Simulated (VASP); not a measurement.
# ZnO (P6_3mc) in VASP: relaxation of cell and atoms with PBE

Aim: the relaxation of cell and atoms of ZnO with PBE.

All numbers are computed with VASP 6.6.1; they aren't measurements. Logs are shortened: lines on timing, memory, paths and dates and some standing lists are left out, and cuts for length are marked.

## 1. The cell of the first run

It takes space group P6_3mc (No. 186, hexagonal). Conventional cell: a = 3.315 Å, b = 3.315 Å, c = 5.314 Å, α = 90.00°, β = 90.00°, γ = 120.00°. Zn (site symmetry 3m) has 4 O at 2.01 to 2.03 Å within 2.7 Å. Within 2.7 Å of O (site symmetry 3m) lie 4 Zn at 2.01 to 2.03 Å.

## 2. Relaxation of cell and atoms, PBE

Contents of INCAR:

```
  PREC = Accurate
  ENCUT = 600
  EDIFF = 1E-7
  ISMEAR = 0
  SIGMA = 0.01
  LREAL = False
  LASPH = True
  NELM = 120
  ALGO = Normal
  ISIF = 3
  LWAVE = False
  LCHARG = False
  GGA = PE
  IBRION = 2
  NSW = 40
  EDIFFG = -0.01
  GGA_COMPAT = False
  NELMIN = 4
```

Contents of KPOINTS:

```
regular mesh
0
Gamma
  4 4 3
```

Contents of POSCAR:

```
ZnO
1.0
    3.3150000000      0.0000000000      0.0000000000
   -1.6575000000      2.8708742100      0.0000000000
    0.0000000000      0.0000000000      5.3142000000
Zn O
2 2
Direct
    0.3333333330      0.6666666670      0.0000000000
    0.6666666670      0.3333333330      0.5000000000
    0.3333333330      0.6666666670      0.3820000000
    0.6666666670      0.3333333330      0.8820000000
```

Potentials or basis: VASP PAW PBE potentials, release 64 (Zn, O).

The run is started by

```console
$ cat potpaw_PBE.64/Zn/POTCAR potpaw_PBE.64/O/POTCAR > POTCAR
$ mpirun -np 1 vasp_std > vasp.out
```

OUTCAR:

```text
PREC = Accurate
   ENCUT = 600
   EDIFF = 1E-7
   ISMEAR = 0
   LREAL = False
   LASPH = True
   NELM = 120
   ISIF = 3
   GGA = PE
   IBRION = 2
   NSW = 40
   EDIFFG = -0.01
   NELMIN = 4

 ion  position               nearest neighbor table
   1  0.333  0.667  0.000-   4 2.01   4 2.01   4 2.01   3 2.03
   2  0.667  0.333  0.500-   3 2.01   3 2.01   3 2.01   4 2.03
   3  0.333  0.667  0.382-   2 2.01   2 2.01   2 2.01   1 2.03
   4  0.667  0.333  0.882-   1 2.01   1 2.01   1 2.01   2 2.03

  LATTYP: Found a hexagonal cell.
 ALAT       =     3.3150000000
 C/A-ratio  =     1.6030769231

  Lattice vectors:

 A1 = (   3.3150000000,   0.0000000000,   0.0000000000)
 A2 = (  -1.6575000000,   2.8708742100,   0.0000000000)
 A3 = (   0.0000000000,   0.0000000000,   5.3142000000)

Analysis of symmetry for initial positions (statically):
=====================================================================
 Subroutine PRICEL returns:
 Original cell was already a primitive cell.

 Routine SETGRP: Setting up the symmetry group for a
 hexagonal supercell.

 Subroutine GETGRP returns: Found 12 space group operations
 (whereof  6 operations were pure point group operations)
 out of a pool of 24 trial point group operations.

The static configuration has the point symmetry C_3v.
 The point group associated with its full space group is C_6v.

Analysis of symmetry for dynamics (positions and initial velocities):
=====================================================================
 Subroutine PRICEL returns:
 Original cell was already a primitive cell.

 Routine SETGRP: Setting up the symmetry group for a
 hexagonal supercell.

 Subroutine GETGRP returns: Found 12 space group operations
 (whereof  6 operations were pure point group operations)
 out of a pool of 24 trial point group operations.

The dynamic configuration has the point symmetry C_3v.
 The point group associated with its full space group is C_6v.

 Subroutine INISYM returns: Found 12 space group operations
 (whereof  6 operations are pure point group operations),
 and found     1 'primitive' translations

----------------------------------------------------------------------------------------

                                     Primitive cell

[... 63 lines left out ...]
   dimension x,y,z NGXF=    56 NGYF=   56 NGZF=   84
   ions per type =               2   2
   NGX,Y,Z   is equivalent  to a cutoff of  14.04, 14.04, 13.14 a.u.
   NGXF,Y,Z  is equivalent  to a cutoff of  28.08, 28.08, 26.28 a.u.
 SYSTEM =  unknown system
   PREC   = accura    normal or accurate (medium, high low for compatibility)
   ISTART =      0    job   : 0-new  1-cont  2-samecut
   ICHARG =      2    charge: 1-file 2-atom 10-const
   ISPIN  =      1    spin polarized calculation?
   LNONCOLLINEAR =      F non collinear calculations
   LSORBIT =      F    spin-orbit coupling
   LASPH  =      T    aspherical Exc in radial PAW
   ENCUT  =  600.0 eV  44.10 Ry    6.64 a.u.   6.62  6.62 10.61*2*pi/ulx,y,z
   NELM   =    120;   NELMIN=  4; NELMDL= -5     # of ELM steps
   EDIFF  = 0.1E-06   stopping-criterion for ELM
   LREAL  =      F    real-space projection
   EDIFFG = -.1E-01   stopping-criterion for IOM
   NSW    =     40    number of steps for IOM
   IBRION =      2    ionic relax: 0-MD 1-quasi-New 2-CG
   NFREE  =      1    steps in history (QN), initial steepest desc. (CG)
   ISIF   =      3    stress and relaxation
   ISYM   =      2    0-nonsym 1-usesym 2-fastsym
   POTIM  = 0.5000    time-step for ionic-motion
   TEBEG  =    0.0;   TEEND  =   0.0 temperature during run
   PSTRESS=    0.0 pullay stress
   NELECT =      36.0000    total number of electrons
   NUPDOWN=      -1.0000    fix difference up-down
   EMIN   =  10.00;   EMAX   =-10.00  energy-range for DOS
   EFERMI =   0.00;   METHOD = LEGACY
   ISMEAR =     0;   SIGMA  =   0.01  broadening in eV -4-tet -1-fermi 0-gaus
   EFERMI_NEDOS =   21; number of points for ismear=-14 and -15
   IALGO  =     38    algorithm
   IMIX   =      4    mixing-type and parameters
     AMIX     =   0.40;   BMIX     =  1.00
     AMIX_MAG =   1.60;   BMIX_MAG =  1.00
  volume/ion in A,a.u.               =      12.64        85.32
  Fermi-wavevector in a.u.,A,eV,Ry     =   1.461719  2.762248 29.070501  2.136622
  Thomas-Fermi vector in A             =   2.578017
   LORBIT       =      0    0 simple, 1 ext, 2 COOP (PROOUT), +10 PAW based schemes
   GGA     = PE    functional components
   LHFCALC =     F    Hartree Fock is set to
   AEXX    =    0.0000 exact exchange contribution
   IVDW    =     0    specifies the selected vdW correction
   LEPSILON=     F    determine dielectric tensor
   LRPA    =     F    only Hartree local field effects (RPA)
 conjugate gradient relaxation of ions
 non-spin polarized calculation
 Gauss-broadening in eV      SIGMA  =   0.01
  energy-cutoff  :      600.00
  volume of cell :       50.57
 maximum number of plane-waves:      1725
 NGX is ok and might be reduce to    28
   NGX = 13   NGY = 13   NGZ = 21

--------------------------------------- Ionic step        1  -------------------------------------------

 number of electron      36.0000014 magnetization

 Free energy of the ion-electron system (eV)
  ---------------------------------------------------
  ext. energy  EPLUGINS =         0.00000000
  ---------------------------------------------------
  free energy    TOTEN  =       -17.83516292 eV

  energy without entropy =      -17.83516292  energy(sigma->0) =      -17.83516292

------------------------ aborting loop because EDIFF is reached ----------------------------------------

  FORCE on cell =-STRESS in cart. coord.  units (eV):
  Direction    XX          YY          ZZ          XY          YZ          ZX
  --------------------------------------------------------------------------------------
  -------------------------------------------------------------------------------------
  Total       -0.7761306     -0.7761306     -0.7463985      0.0000000      0.0000000      0.0000000
  in kB      -24.5872405    -24.5872404    -23.6453509      0.0000000      0.0000000      0.0000000
  external PRESSURE =     -24.2732773 kB  Pullay stress =       0.0000000 kB
[... 253 lines left out ...]
--------------------------------------- Ionic step        8  -------------------------------------------

 number of electron      36.0000013 magnetization

 Free energy of the ion-electron system (eV)
  ---------------------------------------------------
  ext. energy  EPLUGINS =         0.00000000
  ---------------------------------------------------
  free energy    TOTEN  =       -17.84361126 eV

  energy without entropy =      -17.84361126  energy(sigma->0) =      -17.84361126

 E-fermi :   0.9078     XC(G=0): -10.6927

 val. band max:        0.8615453799   @ k =   0.0000   0.0000   0.0000
 cond. band min:       1.5763445805   @ k =   0.0000   0.0000   0.0000
 fundamental gap:      0.7147992005
 Fermi energy:         0.9078376972

 k-point     1 :       0.0000    0.0000    0.0000
  band No.  band energies     occupation
      1     -16.9145      2.00000
      2     -16.2515      2.00000
      3      -4.6572      2.00000
      4      -4.6572      2.00000
      5      -4.6187      2.00000
      6      -4.4827      2.00000
[... 220 lines left out ...]
  FREE ENERGIE OF THE ION-ELECTRON SYSTEM (eV)
  ---------------------------------------------------
  free  energy   TOTEN  =       -17.8436112558 eV

  energy  without entropy=      -17.8436112558  energy(sigma->0) =      -17.84361126

 reached required accuracy - stopping structural energy minimisation
```

It took 68 s on 1 thread of AMD EPYC 7R43 (Zen 3), shared host; peak memory 0.15 GiB.

What came out:

| Quantity | Value |
| --- | --- |
| Free energy | -17.8436 eV |
| Relaxed volume | 12.39 Å³/atom |
| Relaxed cell | a = 3.287 Å, b = 3.287 Å, c = 5.297 Å, α = 90.00°, β = 90.00°, γ = 120.00° |
| Space group after relaxing (to 0.1 Å) | P6_3mc (No. 186) |
| Energy gained by relaxing | 2.1 meV/atom |
| Ionic steps | 8 |
| Pressure after relaxing | 0.0 GPa |
| Largest force after relaxing | 0.005 eV/Å |
| Band gap on the k mesh | 0.71 eV |

Forces on the atoms (eV/Å):
```
Zn   0.000  0.000 -0.005
Zn   0.000  0.000 -0.005
O    0.000  0.000  0.005
O    0.000  0.000  0.005
```

The path:
```csv
step,energy change (eV),largest force (eV/Å),pressure (GPa),volume (Å³)
1,0.0000,0.0389,-2.43,50.57
2,-0.0069,0.0216,1.05,49.19
3,-0.0081,0.0267,0.04,49.56
4,-0.0081,0.0269,0.00,49.58
5,-0.0082,0.0172,-0.02,49.58
6,-0.0084,0.0125,-0.05,49.59
7,-0.0084,0.0086,0.00,49.58
8,-0.0084,0.0053,0.03,49.56
```

Final structure:
```
Zn O
1.0
     3.28712    0.00000    0.00000
    -1.64356    2.84673    0.00000
     0.00000    0.00000    5.29661
Zn O
2 2
Cartesian
  0.0000 1.8978 0.0074
  1.6436 0.9489 2.6557
  0.0000 1.8978 2.0159
  1.6436 0.9489 4.6642
```

Levels at points of the mesh, in eV from the valence-band top:
| k point | band 16 | band 17 | band 18 | band 19 | band 20 | band 21 |
| --- | --- | --- | --- | --- | --- | --- |
| (0.00, 0.00, 0.00) | -0.08 | 0.00 | 0.00 | 0.71 | 5.06 | 8.07 |
| (0.50, 0.00, 0.00) | -2.13 | -1.23 | -0.79 | 5.59 | 6.81 | 7.52 |

Caveat: the k points lie up to 0.55 Å⁻¹ apart in the final cell.
